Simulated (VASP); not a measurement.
# Cu2BC2 (I4/mmm) in VASP: density of states with PBEsol

Aim: the density of states of Cu2BC2 with PBEsol.

All numbers are computed with VASP 6.6.1; they aren't measurements. Logs are shortened: lines on timing, memory, paths and dates and some standing lists are left out, and cuts for length are marked.

### Step 1. The cell of the first run

It takes space group I4/mmm (No. 139, tetragonal). The conventional cell has a = 3.018 Å, b = 3.018 Å, c = 9.685 Å, α = 90.00°, β = 90.00°, γ = 90.00°. Within 1.8 Å of B (site symmetry 4/mmm) lie 2 C at 1.34 Å. Within 2.7 Å of Cu (site symmetry 4mm) lie 5 C at 2.03 to 2.14 Å and 4 B at 2.59 Å. C (site symmetry 4mm) has 1 B at 1.34 Å within 1.8 Å.

### Step 2. Density of states, PBEsol

POSCAR reads:

```
Cu2BC2
1.0
    0.0000000000      3.0175750000      0.0000000000
    3.0175750000      0.0000000000      0.0000000000
    1.5087870000      1.5087870000     -4.8422830000
B Cu C
1 2 2
Direct
    0.0000000000      0.0000000000      0.0000000000
    0.3475900000      0.3475900000      0.3048200000
    0.6524100000      0.6524100000      0.6951800000
    0.1381600000      0.1381600000      0.7236800000
    0.8618400000      0.8618400000      0.2763200000
```

INCAR.step1 reads:

```
PREC = Accurate
ENCUT = 520
EDIFF = 1E-7
ISMEAR = 1
SIGMA = 0.1154
LREAL = False
LASPH = True
NELM = 80
ALGO = Normal
ISIF = 2
LWAVE = False
LCHARG = True
LMAXMIX = 4
GGA = PS
NBANDS = 24
```

KPOINTS.step1 reads:

```
regular mesh
0
Gamma
  9 9 9
```

INCAR.step2 reads:

```
PREC = Accurate
ENCUT = 520
EDIFF = 1E-7
ISMEAR = -5
SIGMA = 0.1154
LREAL = False
LASPH = True
NELM = 80
ALGO = Normal
ISIF = 2
LWAVE = False
LCHARG = False
LMAXMIX = 4
GGA = PS
LORBIT = 11
NBANDS = 24
NEDOS = 2001
ICHARG = 11
```

KPOINTS.step2 reads:

```
regular mesh
0
Gamma
  14 14 14
```

Potentials or basis: VASP PAW PBE potentials, release 64 (B, Cu, C).

On the command line:

```bash
$ cat potpaw_PBE.64/B/POTCAR potpaw_PBE.64/Cu/POTCAR potpaw_PBE.64/C/POTCAR > POTCAR
$ cp INCAR.step1 INCAR
$ cp KPOINTS.step1 KPOINTS
$ mpirun -np 1 vasp_std > vasp.out
$ cp INCAR.step2 INCAR
$ cp KPOINTS.step2 KPOINTS
$ mpirun -np 1 vasp_std > vasp.out
```

OUTCAR:

```text
PREC = Accurate
   ENCUT = 520
   EDIFF = 1E-7
   ISMEAR = -5
   LREAL = False
   LASPH = True
   NELM = 80
   ISIF = 2
   GGA = PS
   LORBIT = 11
   ICHARG = 11

 ion  position               nearest neighbor table
   1  0.000  0.000  0.000-   4 1.34   5 1.34
   2  0.348  0.348  0.305-   4 2.03   5 2.14   5 2.14   5 2.14   5 2.14
   3  0.652  0.652  0.695-   5 2.03   4 2.14   4 2.14   4 2.14   4 2.14
   4  0.138  0.138  0.724-   1 1.34   2 2.03   3 2.14   3 2.14   3 2.14   3 2.14
   5  0.862  0.862  0.276-   1 1.34   3 2.03   2 2.14   2 2.14   2 2.14   2 2.14

  LATTYP: Found a body centered tetragonal cell.
 ALAT       =     3.0175750000
 C/A-ratio  =     3.2093870078

  Lattice vectors:

 A1 = (  -1.5087870000,   1.5087880000,   4.8422830000)
 A2 = (   1.5087880000,  -1.5087870000,   4.8422830000)
 A3 = (   1.5087870000,   1.5087870000,  -4.8422830000)

Analysis of symmetry for initial positions (statically):
=====================================================================
 Subroutine PRICEL returns:
 Original cell was already a primitive cell.

 Routine SETGRP: Setting up the symmetry group for a
 body centered tetragonal supercell.

 Subroutine GETGRP returns: Found 16 space group operations
 (whereof 16 operations were pure point group operations)
 out of a pool of 16 trial point group operations.

The static configuration has the point symmetry D_4h.

Analysis of symmetry for dynamics (positions and initial velocities):
=====================================================================
 Subroutine PRICEL returns:
 Original cell was already a primitive cell.

 Routine SETGRP: Setting up the symmetry group for a
 body centered tetragonal supercell.

 Subroutine GETGRP returns: Found 16 space group operations
 (whereof 16 operations were pure point group operations)
 out of a pool of 16 trial point group operations.

The dynamic configuration has the point symmetry D_4h.

 Subroutine INISYM returns: Found 16 space group operations
 (whereof 16 operations are pure point group operations),
 and found     1 'primitive' translations

----------------------------------------------------------------------------------------

                                     Primitive cell

  volume of cell :      44.0927

  direct lattice vectors                    reciprocal lattice vectors
     0.000000000  3.017575000  0.000000000     0.000000000  0.331391929  0.103257045
     3.017575000  0.000000000  0.000000000     0.331391929  0.000000000  0.103257045
     1.508787000  1.508787000 -4.842283000     0.000000000  0.000000000 -0.206514159

  length of vectors
     3.017575000  3.017575000  5.291557528     0.347106076  0.347106076  0.206514159

  position of ions in fractional coordinates (direct lattice)
     0.000000000  0.000000000  0.000000000
     0.347590000  0.347590000  0.304820000
     0.652410000  0.652410000  0.695180000
     0.138160000  0.138160000  0.723680000
     0.861840000  0.861840000  0.276320000

  ion indices of the primitive-cell ions
   primitive index   ion index
                 1           1
                 2           2
                 3           3
                 4           4
                 5           5

----------------------------------------------------------------------------------------

 KPOINTS: regular mesh

Automatic generation of k-mesh.
 Grid dimensions read from file:
 generate k-points for:   14   14   14

 Generating k-lattice:

  Cartesian coordinates                     Fractional coordinates (reciprocal lattice)
     0.000000000  0.023670852  0.007375503     0.071428571  0.000000000  0.000000000
     0.023670852  0.000000000  0.007375503     0.000000000  0.071428571  0.000000000
     0.000000000  0.000000000 -0.014751011     0.000000000  0.000000000  0.071428571

  Length of vectors
     0.024793291  0.024793291  0.014751011

  Shift w.r.t. Gamma in fractional coordinates (k-lattice)
     0.000000000  0.000000000  0.000000000

 TETIRR: Found   7833 inequivalent tetrahedra from    16464

 Subroutine IBZKPT returns following result:
 ===========================================

 Found    244 irreducible k-points:

 Following reciprocal coordinates:
            Coordinates               Weight
  0.000000  0.000000  0.000000      1.000000
  0.071429  0.000000 -0.000000      8.000000
  0.142857  0.000000 -0.000000      8.000000
  0.214286  0.000000 -0.000000      8.000000
  0.285714  0.000000  0.000000      8.000000
  0.357143  0.000000 -0.000000      8.000000
[... 16 lines left out ...]
  0.214286  0.142857  0.000000     16.000000
  0.285714  0.142857 -0.000000     16.000000
 [... further k-points ...]
   k-points           NKPTS =    244   k-points in BZ     NKDIM =    244   number of bands    NBANDS=     24
   number of dos      NEDOS =   2001   number of ions     NIONS =      5
   total plane-waves  NPLWV =  23040
   dimension x,y,z NGX =    24 NGY =   24 NGZ =   40
   dimension x,y,z NGXF=    48 NGYF=   48 NGZF=   80
   ions per type =               1   2   2
   NGX,Y,Z   is equivalent  to a cutoff of  13.22, 13.22, 12.57 a.u.
   NGXF,Y,Z  is equivalent  to a cutoff of  26.44, 26.44, 25.13 a.u.
 SYSTEM =  unknown system
   PREC   = accura    normal or accurate (medium, high low for compatibility)
   ISTART =      0    job   : 0-new  1-cont  2-samecut
   ICHARG =     11    charge: 1-file 2-atom 10-const
   ISPIN  =      1    spin polarized calculation?
   LNONCOLLINEAR =      F non collinear calculations
   LSORBIT =      F    spin-orbit coupling
   LASPH  =      T    aspherical Exc in radial PAW
   ENCUT  =  520.0 eV  38.22 Ry    6.18 a.u.   5.61  5.61  9.84*2*pi/ulx,y,z
   NELM   =     80;   NELMIN=  2; NELMDL=  0     # of ELM steps
   EDIFF  = 0.1E-06   stopping-criterion for ELM
   LREAL  =      F    real-space projection
   EDIFFG = 0.1E-05   stopping-criterion for IOM
   NSW    =      0    number of steps for IOM
   IBRION =     -1    ionic relax: 0-MD 1-quasi-New 2-CG
   NFREE  =      0    steps in history (QN), initial steepest desc. (CG)
   ISIF   =      2    stress and relaxation
   ISYM   =      2    0-nonsym 1-usesym 2-fastsym
   POTIM  = 0.5000    time-step for ionic-motion
   TEBEG  =    0.0;   TEEND  =   0.0 temperature during run
   PSTRESS=    0.0 pullay stress
   NELECT =      33.0000    total number of electrons
   NUPDOWN=      -1.0000    fix difference up-down
   EMIN   =  10.00;   EMAX   =-10.00  energy-range for DOS
   EFERMI =   0.00;   METHOD = LEGACY
   ISMEAR =    -5;   SIGMA  =   0.12  broadening in eV -4-tet -1-fermi 0-gaus
   EFERMI_NEDOS =   21; number of points for ismear=-14 and -15
   IALGO  =     38    algorithm
   IMIX   =      4    mixing-type and parameters
     AMIX     =   0.40;   BMIX     =  1.00
     AMIX_MAG =   1.60;   BMIX_MAG =  1.00
  volume/ion in A,a.u.               =       8.82        59.51
  Fermi-wavevector in a.u.,A,eV,Ry     =   1.486360  2.808813 30.058894  2.209266
  Thomas-Fermi vector in A             =   2.599656
   LORBIT       =     11    0 simple, 1 ext, 2 COOP (PROOUT), +10 PAW based schemes
   GGA     = PS    functional components
   LHFCALC =     F    Hartree Fock is set to
   AEXX    =    0.0000 exact exchange contribution
   IVDW    =     0    specifies the selected vdW correction
   LEPSILON=     F    determine dielectric tensor
   LRPA    =     F    only Hartree local field effects (RPA)
 non-spin polarized calculation
 Fermi weights with tetrahedron method with Bloechl corrections
  energy-cutoff  :      520.00
  volume of cell :       44.09
 maximum number of plane-waves:      1208

 number of electron      33.0000012 magnetization

 Free energy of the ion-electron system (eV)
  ---------------------------------------------------
  ext. energy  EPLUGINS =         0.00000000
  ---------------------------------------------------
  free energy    TOTEN  =       -29.14225396 eV

  energy without entropy =      -29.14225396  energy(sigma->0) =      -29.14225396

 E-fermi :   7.1691     XC(G=0): -12.6274

 val. band max:        7.2216754976   @ k =  -0.3571   0.0714   0.0000
 cond. band min:       7.0887630310   @ k =  -0.1429  -0.1429   0.0714
 fundamental gap:     -0.1329124666
 Fermi energy:         7.1690576136

 k-point     1 :       0.0000    0.0000    0.0000
  band No.  band energies     occupation
      1      -7.8313      2.00000
      2      -5.3168      2.00000
      3      -0.7420      2.00000
      4       2.5283      2.00000
      5       3.0772      2.00000
      6       3.4552      2.00000
[... 16 lines left out ...]
     23      17.0656      0.00000
     24      18.5599      0.00000

 k-point     2 :       0.0714    0.0000   -0.0000
  band No.  band energies     occupation
      1      -7.7650      2.00000
      2      -5.2877      2.00000
      3      -0.6964      2.00000
      4       2.4881      2.00000
      5       3.0250      2.00000
      6       3.1804      2.00000
[... 16 lines left out ...]
     23      17.2959      0.00000
     24      18.6194      0.00000

 k-point     3 :       0.1429    0.0000   -0.0000
  band No.  band energies     occupation
      1      -7.5696      2.00000
      2      -5.2031      2.00000
      3      -0.5732      2.00000
      4       2.3654      2.00000
      5       2.6812      2.00000
      6       2.9063      2.00000
[... 16 lines left out ...]
     23      17.6897      0.00000
     24      18.7865      0.00000

 k-point     4 :       0.2143    0.0000   -0.0000
  band No.  band energies     occupation
      1      -7.2570      2.00000
      2      -5.0720      2.00000
      3      -0.4196      2.00000
      4       1.8904      2.00000
      5       2.3341      2.00000
      6       2.5911      2.00000
[... 16 lines left out ...]
     23      17.8613      0.00000
     24      18.9225      0.00000

 k-point     5 :       0.2857    0.0000    0.0000
  band No.  band energies     occupation
      1      -6.8523      2.00000
      2      -4.9147      2.00000
      3      -0.3344      2.00000
      4       1.1001      2.00000
      5       2.1909      2.00000
      6       2.2153      2.00000
[... 16 lines left out ...]
     23      17.5429      0.00000
     24      18.9209      0.00000

 k-point     6 :       0.3571    0.0000   -0.0000
  band No.  band energies     occupation
      1      -6.4047      2.00000
      2      -4.7679      2.00000
      3      -0.4766      2.00000
      4       0.4416      2.00000
      5       1.9515      2.00000
      6       2.0815      2.00000
[... 16 lines left out ...]
     23      16.9933      0.00000
     24      18.6773      0.00000
[... 379 lines left out ...]
 k-point    21 :      -0.0714    0.0714    0.0000
  band No.  band energies     occupation
      1      -7.7099      2.00000
      2      -5.2347      2.00000
      3      -0.6763      2.00000
      4       2.4936      2.00000
      5       2.9980      2.00000
      6       3.0644      2.00000
[... 16 lines left out ...]
     23      17.5409      0.00000
     24      18.6237      0.00000

 k-point    22 :       0.1429    0.1429   -0.0000
  band No.  band energies     occupation
      1      -7.2779      2.00000
      2      -5.1785      2.00000
      3      -0.3101      2.00000
      4       2.0730      2.00000
      5       2.4901      2.00000
      6       2.5231      2.00000
[... 16 lines left out ...]
     23      17.9141      0.00000
     24      18.8205      0.00000

 k-point    23 :       0.2143    0.1429    0.0000
  band No.  band energies     occupation
      1      -6.9622      2.00000
      2      -5.0822      2.00000
      3      -0.1138      2.00000
      4       1.6002      2.00000
      5       2.1973      2.00000
      6       2.3828      2.00000
[... 16 lines left out ...]
     23      17.6102      0.00000
     24      18.5245      0.00000

 k-point    24 :       0.2857    0.1429   -0.0000
  band No.  band energies     occupation
      1      -6.5665      2.00000
      2      -4.9470      2.00000
      3       0.0247      2.00000
      4       0.8916      2.00000
      5       2.0042      2.00000
      6       2.2428      2.00000
[... 16 lines left out ...]
     23      16.9091      0.00000
     24      18.9723      0.00000

 [... further k-points ...]

------------------------ aborting loop because EDIFF is reached ----------------------------------------

  FORCE on cell =-STRESS in cart. coord.  units (eV):
  Direction    XX          YY          ZZ          XY          YZ          ZX
  --------------------------------------------------------------------------------------
  -------------------------------------------------------------------------------------
  Total       -0.3916953     -0.3916953     14.2897063      0.0000000      0.0000015      0.0000015
  in kB      -14.2328741    -14.2328741    519.2393194      0.0000000      0.0000536      0.0000536
  external PRESSURE =     163.5911904 kB  Pullay stress =       0.0000000 kB

 VOLUME and BASIS-vectors are now :
 -----------------------------------------------------------------------------
  energy-cutoff  :      520.00
  volume of cell :       44.09
      direct lattice vectors                 reciprocal lattice vectors
     0.000000000  3.017575000  0.000000000     0.000000000  0.331391929  0.103257045
     3.017575000  0.000000000  0.000000000     0.331391929  0.000000000  0.103257045
     1.508787000  1.508787000 -4.842283000     0.000000000  0.000000000 -0.206514159

 POSITION                                       TOTAL-FORCE (eV/Angst)
 -----------------------------------------------------------------------------------
      0.00000      0.00000      0.00000         0.000000      0.000000      0.000000
      1.50879      1.50879     -1.47602        -0.000000     -0.000000     -0.609144
      3.01757      3.01757     -3.36626         0.000000      0.000000      0.609144
      1.50879      1.50879     -3.50426         0.000001      0.000001      5.140215
      3.01757      3.01757     -1.33802        -0.000001     -0.000001     -5.140215
 -----------------------------------------------------------------------------------
    total drift:                               -0.000000     -0.000000      0.000000

  FREE ENERGIE OF THE ION-ELECTRON SYSTEM (eV)
  ---------------------------------------------------
  free  energy   TOTEN  =       -29.1422539639 eV

  energy  without entropy=      -29.1422539639  energy(sigma->0) =      -29.14225396

 total charge

# of ion       s       p       d       tot
------------------------------------------
    1        0.875   1.528   0.000   2.402
    2        0.406   0.474   9.125  10.005
    3        0.406   0.474   9.125  10.005
    4        0.886   1.610   0.000   2.497
    5        0.886   1.610   0.000   2.497
--------------------------------------------------
tot          3.460   5.696  18.250  27.405
```

Run time: 5.7 min. Hardware: 1 thread of AMD EPYC 7R43 (Zen 3), shared host; peak memory 0.32 GiB.

What came out:

```
Valence electrons inside the program's atomic spheres : B 2.40; Cu 10.01; C 2.50
```

Caveat: the PAW data sets were made with another functional, which shifts forces and pressure a little; tetrahedron occupations give inexact forces and stress in metals.
